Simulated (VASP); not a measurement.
Wanted: the native input for a VASP 6.6.1 run.

```
Task                   : single point
Functional             : PBE
Potentials or basis    : VASP PAW PBE potentials, release 64 (La)
Cutoff                 : 500 eV
k mesh                 : 12 × 12 × 12
Occupations            : fermi-dirac, width 0.08 eV
Spin                   : no spin polarisation
Dipole correction      : no
Further INCAR settings : ALGO = Normal; EDIFF = 1e-06; NBANDS = 12
```

The structure of La lies in POSCAR:

```
La
1.0
    2.7287340239      0.0000000000      0.0000000000
    0.0000000000      2.7287340239      0.0000000000
    0.0000000000      0.0000000000      2.7287340239
La
1
Direct
    0.0000000000      0.0000000000      0.0000000000
```

This cell differs from its parent crystal: volume scaled by 0.55.

These files were run (other wordings do the same):

INCAR

```
SYSTEM = La
ALGO     = Normal         ! electronic algorithm
EDIFF    = 1E-6           ! SCF threshold, eV
ENCUT    = 500            ! plane-wave cutoff, eV
GGA      = PE             ! functional
GGA_COMPAT= .FALSE.      
ISIF     = 2              ! what is computed and relaxed
ISMEAR   = -1             ! smearing method
LASPH    = .TRUE.         ! aspherical terms in the spheres
LCHARG   = .TRUE.         ! write CHGCAR
LELF     = .TRUE.         ! ELF
LMAXMIX  = 6              ! l up to which the mixer works
LREAL    = .FALSE.        ! projectors in reciprocal space
LVHAR    = .TRUE.       
LWAVE    = .FALSE.        ! write WAVECAR
NBANDS   = 12             ! bands
NELM     = 200            ! most SCF steps
PREC     = Accurate       ! precision mode
SIGMA    = 0.08           ! smearing width, eV
```

KPOINTS

```
k-points
0
G
  12 12 12
  0 0 0
```

Potentials or basis: VASP PAW PBE potentials, release 64 (La).

Launch:

```bash
$ cat potpaw_PBE.64/La/POTCAR > POTCAR
$ mpirun -np 1 vasp_std > vasp.out
```

Results of the run:

```json
{
  "Pressure": "50.3 GPa"
}
```

It took 15 s on 1 thread of Intel(R) Xeon(R) Platinum 8259CL CPU @ 2.50GHz (Skylake/Cascade Lake), with other jobs on the host, peak memory 0.15 GiB.
